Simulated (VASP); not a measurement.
# KBr (Fm-3m) in VASP: single point with PBEsol

Aim: the single point of KBr with PBEsol.

Everything below comes from runs of VASP 6.6.1. Logs are shortened: lines on timing, memory, paths and dates and some standing lists are left out, and cuts for length are marked.

### Step 1. The cell of the first run

Symmetry: Fm-3m, No. 225, cubic system. The conventional cell has a = 6.419 Å, b = 6.419 Å, c = 6.419 Å, α = 90.00°, β = 90.00°, γ = 90.00°. Within 4.2 Å of K (site symmetry m-3m) lie 6 Br at 3.21 Å. Br (site symmetry m-3m) has 6 K at 3.21 Å within 4.2 Å.

### Step 2. Single point, PBEsol

File INCAR:

```
SYSTEM = KBr
PREC = Accurate
ENCUT = 520
EDIFF = 1E-7
ISMEAR = 0
SIGMA = 0.05
LREAL = .FALSE.
LASPH = .TRUE.
NELM = 60
ALGO = Normal
ISIF = 2
LWAVE = .FALSE.
LCHARG = .FALSE.
GGA = PS
NBANDS = 15
```

File KPOINTS:

```
Automatic mesh
0
G
  6 6 6
  0 0 0
```

File POSCAR:

```
KBr
1.0
    4.2791030442      1.0697757610      1.0697757610
    1.0697757610      4.2791030442      1.0697757610
    1.0697757610      1.0697757610      4.2791030442
K Br
1 1
Direct
    0.0000000000      0.0000000000      0.0000000000
    0.5000000000      0.5000000000      0.5000000000
```

Potentials or basis: VASP PAW PBE potentials, release 64 (K_sv, Br).

On the command line:

```console
> cat potpaw_PBE.64/K_sv/POTCAR potpaw_PBE.64/Br/POTCAR > POTCAR
> mpirun -np 1 vasp_std > vasp.out
```

OUTCAR:

```text
SYSTEM = KBr
   PREC = Accurate
   ENCUT = 520
   EDIFF = 1E-7
   ISMEAR = 0
   LREAL = .FALSE.
   LASPH = .TRUE.
   NELM = 60
   ISIF = 2
   GGA = PS

 ion  position               nearest neighbor table
   1  0.000  0.000  0.000-   2 3.21   2 3.21   2 3.21   2 3.21   2 3.21   2 3.21
   2  0.500  0.500  0.500-   1 3.21   1 3.21   1 3.21   1 3.21   1 3.21   1 3.21

  LATTYP: Found a face centered cubic cell.
 ALAT       =     6.4186545663

  Lattice vectors:

 A1 = (   4.2791030442,   1.0697757610,   1.0697757610)
 A2 = (   1.0697757610,   4.2791030442,   1.0697757610)
 A3 = (   1.0697757610,   1.0697757610,   4.2791030442)

Analysis of symmetry for initial positions (statically):
=====================================================================
 Subroutine PRICEL returns:
 Original cell was already a primitive cell.

 Routine SETGRP: Setting up the symmetry group for a
 face centered cubic supercell.

 Subroutine GETGRP returns: Found 48 space group operations
 (whereof 48 operations were pure point group operations)
 out of a pool of 48 trial point group operations.

The static configuration has the point symmetry O_h .

Analysis of symmetry for dynamics (positions and initial velocities):
=====================================================================
 Subroutine PRICEL returns:
 Original cell was already a primitive cell.

 Routine SETGRP: Setting up the symmetry group for a
 face centered cubic supercell.

 Subroutine GETGRP returns: Found 48 space group operations
 (whereof 48 operations were pure point group operations)
 out of a pool of 48 trial point group operations.

The dynamic configuration has the point symmetry O_h .

 Subroutine INISYM returns: Found 48 space group operations
 (whereof 48 operations are pure point group operations),
 and found     1 'primitive' translations

----------------------------------------------------------------------------------------

                                     Primitive cell

  volume of cell :      66.1107

  direct lattice vectors                    reciprocal lattice vectors
     4.279103044  1.069775761  1.069775761     0.259659816 -0.051931963 -0.051931963
     1.069775761  4.279103044  1.069775761    -0.051931963  0.259659816 -0.051931963
     1.069775761  1.069775761  4.279103044    -0.051931963 -0.051931963  0.259659816

  length of vectors
     4.538674170  4.538674170  4.538674170     0.269846397  0.269846397  0.269846397

  position of ions in fractional coordinates (direct lattice)
     0.000000000  0.000000000  0.000000000
     0.500000000  0.500000000  0.500000000

  ion indices of the primitive-cell ions
   primitive index   ion index
                 1           1
                 2           2

----------------------------------------------------------------------------------------

 KPOINTS: Automatic mesh

Automatic generation of k-mesh.
 Grid dimensions read from file:
 generate k-points for:    6    6    6

 Generating k-lattice:

  Cartesian coordinates                     Fractional coordinates (reciprocal lattice)
     0.043276636 -0.008655327 -0.008655327     0.166666667 -0.000000000 -0.000000000
    -0.008655327  0.043276636 -0.008655327    -0.000000000  0.166666667 -0.000000000
    -0.008655327 -0.008655327  0.043276636    -0.000000000 -0.000000000  0.166666667

  Length of vectors
     0.044974399  0.044974399  0.044974399

  Shift w.r.t. Gamma in fractional coordinates (k-lattice)
     0.000000000  0.000000000  0.000000000

 Subroutine IBZKPT returns following result:
 ===========================================

 Found     16 irreducible k-points:

 Following reciprocal coordinates:
            Coordinates               Weight
  0.000000  0.000000  0.000000      1.000000
  0.166667  0.000000  0.000000      8.000000
  0.333333 -0.000000 -0.000000      8.000000
  0.500000 -0.000000 -0.000000      4.000000
  0.166667  0.166667  0.000000      6.000000
  0.333333  0.166667 -0.000000     24.000000
[... 8 lines left out ...]
 -0.333333  0.333333  0.166667     24.000000
 -0.333333  0.500000  0.166667     12.000000
   k-points           NKPTS =     16   k-points in BZ     NKDIM =     16   number of bands    NBANDS=     15
   number of dos      NEDOS =    301   number of ions     NIONS =      2
   total plane-waves  NPLWV =  46656
   dimension x,y,z NGX =    36 NGY =   36 NGZ =   36
   dimension x,y,z NGXF=    72 NGYF=   72 NGZF=   72
   ions per type =               1   1
   NGX,Y,Z   is equivalent  to a cutoff of  13.19, 13.19, 13.19 a.u.
   NGXF,Y,Z  is equivalent  to a cutoff of  26.37, 26.37, 26.37 a.u.
 SYSTEM =  KBr
   PREC   = accura    normal or accurate (medium, high low for compatibility)
   ISTART =      0    job   : 0-new  1-cont  2-samecut
   ICHARG =      2    charge: 1-file 2-atom 10-const
   ISPIN  =      1    spin polarized calculation?
   LNONCOLLINEAR =      F non collinear calculations
   LSORBIT =      F    spin-orbit coupling
   LASPH  =      T    aspherical Exc in radial PAW
   ENCUT  =  520.0 eV  38.22 Ry    6.18 a.u.   8.44  8.44  8.44*2*pi/ulx,y,z
   NELM   =     60;   NELMIN=  2; NELMDL= -5     # of ELM steps
   EDIFF  = 0.1E-06   stopping-criterion for ELM
   LREAL  =      F    real-space projection
   EDIFFG = 0.1E-05   stopping-criterion for IOM
   NSW    =      0    number of steps for IOM
   IBRION =     -1    ionic relax: 0-MD 1-quasi-New 2-CG
   NFREE  =      0    steps in history (QN), initial steepest desc. (CG)
   ISIF   =      2    stress and relaxation
   ISYM   =      2    0-nonsym 1-usesym 2-fastsym
   POTIM  = 0.5000    time-step for ionic-motion
   TEBEG  =    0.0;   TEEND  =   0.0 temperature during run
   PSTRESS=    0.0 pullay stress
   NELECT =      16.0000    total number of electrons
   NUPDOWN=      -1.0000    fix difference up-down
   EMIN   =  10.00;   EMAX   =-10.00  energy-range for DOS
   EFERMI =   0.00;   METHOD = LEGACY
   ISMEAR =     0;   SIGMA  =   0.05  broadening in eV -4-tet -1-fermi 0-gaus
   EFERMI_NEDOS =   21; number of points for ismear=-14 and -15
   IALGO  =     38    algorithm
   IMIX   =      4    mixing-type and parameters
     AMIX     =   0.40;   BMIX     =  1.00
     AMIX_MAG =   1.60;   BMIX_MAG =  1.00
  volume/ion in A,a.u.               =      33.06       223.07
  Fermi-wavevector in a.u.,A,eV,Ry     =   1.020213  1.927923 14.161412  1.040834
  Thomas-Fermi vector in A             =   2.153770
   LORBIT       =      0    0 simple, 1 ext, 2 COOP (PROOUT), +10 PAW based schemes
   GGA     = PS    functional components
   LHFCALC =     F    Hartree Fock is set to
   AEXX    =    0.0000 exact exchange contribution
   IVDW    =     0    specifies the selected vdW correction
   LEPSILON=     F    determine dielectric tensor
   LRPA    =     F    only Hartree local field effects (RPA)
 non-spin polarized calculation
 Gauss-broadening in eV      SIGMA  =   0.05
  energy-cutoff  :      520.00
  volume of cell :       66.11
 maximum number of plane-waves:      1807
 NGX is ok and might be reduce to    36
   NGX = 17   NGY = 17   NGZ = 17

 number of electron      16.0000002 magnetization

 Free energy of the ion-electron system (eV)
  ---------------------------------------------------
  ext. energy  EPLUGINS =         0.00000000
  ---------------------------------------------------
  free energy    TOTEN  =        -6.44459484 eV

  energy without entropy =       -6.44459484  energy(sigma->0) =       -6.44459484

 E-fermi :  -1.1929     XC(G=0):  -7.9016

 val. band max:       -1.4771647066   @ k =   0.0000   0.0000   0.0000
 cond. band min:       3.0165181097   @ k =   0.0000   0.0000   0.0000
 fundamental gap:      4.4936828164
 Fermi energy:        -1.1928645625

 k-point     1 :       0.0000    0.0000    0.0000
  band No.  band energies     occupation
      1     -28.9223      2.00000
      2     -13.8965      2.00000
      3     -12.4732      2.00000
      4     -12.4732      2.00000
      5     -12.4732      2.00000
      6      -1.4772      2.00000
      7      -1.4772      2.00000
      8      -1.4772      2.00000
      9       3.0165      0.00000
     10       6.0419      0.00000
     11       6.0419      0.00000
     12       6.0419      0.00000
     13       6.9396      0.00000
     14       6.9396      0.00000
     15      10.1030      0.00000

 k-point     2 :       0.1667    0.0000    0.0000
  band No.  band energies     occupation
      1     -28.9200      2.00000
      2     -13.9502      2.00000
      3     -12.4750      2.00000
      4     -12.4750      2.00000
      5     -12.3967      2.00000
      6      -1.9150      2.00000
      7      -1.5896      2.00000
      8      -1.5896      2.00000
      9       3.7359      0.00000
     10       5.9047      0.00000
     11       6.3975      0.00000
     12       6.3975      0.00000
     13       7.3541      0.00000
     14       7.3541      0.00000
     15      11.1274      0.00000

 k-point     3 :       0.3333   -0.0000   -0.0000
  band No.  band energies     occupation
      1     -28.9153      2.00000
      2     -14.0448      2.00000
      3     -12.4784      2.00000
      4     -12.4784      2.00000
      5     -12.2553      2.00000
      6      -2.5876      2.00000
      7      -1.7979      2.00000
      8      -1.7979      2.00000
      9       4.8029      0.00000
     10       6.3283      0.00000
     11       7.3510      0.00000
     12       7.3510      0.00000
     13       8.3898      0.00000
     14       8.3898      0.00000
     15      10.4343      0.00000

 k-point     4 :       0.5000   -0.0000   -0.0000
  band No.  band energies     occupation
      1     -28.9130      2.00000
      2     -14.0872      2.00000
      3     -12.4802      2.00000
      4     -12.4802      2.00000
      5     -12.1887      2.00000
      6      -2.8671      2.00000
      7      -1.8951      2.00000
      8      -1.8951      2.00000
      9       5.1220      0.00000
     10       6.9426      0.00000
     11       8.4545      0.00000
     12       8.4545      0.00000
     13       8.7566      0.00000
     14       8.7566      0.00000
     15       9.9779      0.00000
[... 163 lines left out ...]
 k-point    14 :       0.5000    0.3333    0.1667
  band No.  band energies     occupation
      1     -28.9124      2.00000
      2     -13.9536      2.00000
      3     -12.5310      2.00000
      4     -12.5043      2.00000
      5     -12.3385      2.00000
      6      -2.4938      2.00000
      7      -1.9104      2.00000
      8      -1.8948      2.00000
      9       5.2372      0.00000
     10       5.7714      0.00000
     11       7.5104      0.00000
     12       8.3729      0.00000
     13       8.5181      0.00000
     14       8.7049      0.00000
     15       9.8809      0.00000

 k-point    15 :      -0.3333    0.3333    0.1667
  band No.  band energies     occupation
      1     -28.9109      2.00000
      2     -13.9380      2.00000
      3     -12.5452      2.00000
      4     -12.5266      2.00000
      5     -12.3326      2.00000
      6      -2.4456      2.00000
      7      -2.0914      2.00000
      8      -1.9527      2.00000
      9       5.7180      0.00000
     10       6.0989      0.00000
     11       7.3306      0.00000
     12       7.9051      0.00000
     13       9.0735      0.00000
     14       9.4277      0.00000
     15       9.9578      0.00000

 k-point    16 :      -0.3333    0.5000    0.1667
  band No.  band energies     occupation
      1     -28.9103      2.00000
      2     -13.8544      2.00000
      3     -12.5870      2.00000
      4     -12.5462      2.00000
      5     -12.4034      2.00000
      6      -2.2846      2.00000
      7      -2.0451      2.00000
      8      -1.9912      2.00000
      9       4.9722      0.00000
     10       6.6763      0.00000
     11       6.9004      0.00000
     12       8.0105      0.00000
     13       8.7122      0.00000
     14       9.5836      0.00000
     15      10.1948      0.00000

------------------------ aborting loop because EDIFF is reached ----------------------------------------

  FORCE on cell =-STRESS in cart. coord.  units (eV):
  Direction    XX          YY          ZZ          XY          YZ          ZX
  --------------------------------------------------------------------------------------
  -------------------------------------------------------------------------------------
  Total        0.4819129      0.4819129      0.4819129     -0.0000000     -0.0000000     -0.0000000
  in kB       11.6790402     11.6790402     11.6790402     -0.0000000     -0.0000000     -0.0000000
  external PRESSURE =      11.6790402 kB  Pullay stress =       0.0000000 kB

 VOLUME and BASIS-vectors are now :
 -----------------------------------------------------------------------------
  energy-cutoff  :      520.00
  volume of cell :       66.11
      direct lattice vectors                 reciprocal lattice vectors
     4.279103044  1.069775761  1.069775761     0.259659816 -0.051931963 -0.051931963
     1.069775761  4.279103044  1.069775761    -0.051931963  0.259659816 -0.051931963
     1.069775761  1.069775761  4.279103044    -0.051931963 -0.051931963  0.259659816

 POSITION                                       TOTAL-FORCE (eV/Angst)
 -----------------------------------------------------------------------------------
      0.00000      0.00000      0.00000        -0.000000      0.000000      0.000000
      3.20933      3.20933      3.20933         0.000000     -0.000000     -0.000000
 -----------------------------------------------------------------------------------
    total drift:                                0.000000      0.000000      0.000000

  FREE ENERGIE OF THE ION-ELECTRON SYSTEM (eV)
  ---------------------------------------------------
  free  energy   TOTEN  =        -6.4445948408 eV

  energy  without entropy=       -6.4445948408  energy(sigma->0) =       -6.44459484
```

Run time: 29 s. Hardware: 1 thread of Intel Xeon 8259CL, shared host; peak memory 0.2 GiB.

What came out:

```yaml
Free_energy: -6.4446 eV
Pressure: 1.2 GPa
Band_gap_on_the_k_mesh: 4.49 eV
```

Caveat: the PAW data sets were made with another functional, which shifts forces and pressure a little.
